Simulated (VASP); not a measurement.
Crystal: PbO.

```
Pb O
1.0
     3.14408    0.00000    0.00000
     0.00000    3.14408    0.00000
     0.00000    0.00000    3.14408
Pb O
1 1
Cartesian
  0.0000 0.0000 0.0000
  1.5720 1.5720 1.5720
```

This cell differs from its parent crystal: strain -1.1%.

Base run:

```yaml
Program: VASP 6.6.1
Functional: r2SCAN
Potentials_or_basis: VASP PAW PBE potentials, release 64 (Pb_d, O)
Cutoff: 520 eV
k_mesh: 8 × 8 × 8
Occupations: fermi-dirac, width 0.02 eV
Spin: no spin polarisation
```

Its results: band gap on the k mesh 0.43 eV, indirect (least direct gap 0.52 eV); pressure 4.1 GPa.

The run is repeated on the same cell with these changes: functional from r2SCAN to PBE; further incar settings from ALGO = Normal; EDIFF = 1e-06; NBANDS = 17 to ALGO = Normal; EDIFF = 1e-07; NBANDS = 17. What comes out?

Band gap on the k mesh 0.42 eV, indirect (least direct gap 0.82 eV); pressure 7.2 GPa.

Caveats: spin-orbit coupling is left out, which moves the levels of the heavy elements; the PAW data sets were made with another functional, which shifts forces and pressure a little (some runs).

A k mesh can miss the band edges.
